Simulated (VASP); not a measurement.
## Be3S5: single point with PBE

The system is Be3S5.

```
Be S
1.0
     3.05178    0.00000    0.00000
     0.00000    3.05178    0.00000
     0.00000    0.00000   12.92207
Be S
3 5
Direct
  0.50000 0.50000 0.23188
  0.50000 0.50000 0.76812
  0.00000 0.00000 0.50000
  0.00000 0.00000 0.18316
  0.00000 0.00000 0.81684
  0.00000 0.00000 0.00000
  0.50000 0.50000 0.39314
  0.50000 0.50000 0.60686
```

| Quantity | Value |
| --- | --- |
| Program | VASP 6.6.1 |
| Task | single point |
| Functional | PBE |
| Potentials or basis | VASP PAW PBE potentials, release 64 (Be, S) |
| Cutoff | 600 eV |
| k mesh | 5 × 5 × 2 |
| Occupations | gaussian, width 0.2 eV |
| Spin | no spin polarisation |

* Pressure: 0.1 GPa
* Largest force: 0.022 eV/Å
* Band gap on the k mesh: zero (band 18 reaches 6.75 eV, above the bottom of band 19 at 4.62 eV)

Forces on the atoms (eV/Å):
```
Be   0.000  0.000  0.008
Be   0.000  0.000 -0.008
Be   0.000  0.000  0.000
S    0.000  0.000 -0.022
S    0.000  0.000  0.022
S    0.000  0.000  0.000
S    0.000  0.000  0.021
S    0.000  0.000 -0.021
```

Stress tensor (GPa, compression positive):
```
 0.12  0.00  0.00
 0.00  0.12  0.00
 0.00  0.00 -0.09
```

Levels at points of the mesh, in eV from the Fermi level:
| k point | band 14 | band 15 | band 16 | band 17 | band 18 | band 19 | band 20 | band 21 | band 22 | band 23 |
| --- | --- | --- | --- | --- | --- | --- | --- | --- | --- | --- |
| (0.00, 0.00, 0.00) | -0.97 | -0.97 | 0.30 | 0.30 | 1.06 | 1.06 | 2.12 | 3.28 | 3.78 | 4.54 |
| (0.00, 0.00, 0.50) | -0.90 | -0.90 | 0.21 | 0.21 | 1.12 | 1.12 | 1.58 | 3.57 | 3.71 | 4.31 |

Run time: 23 s on 1 thread of Intel(R) Xeon(R) 6975P-C (Granite Rapids), on a shared host, peak memory 0.23 GiB.

Caveat: the k points lie up to 0.41 Å⁻¹ apart.
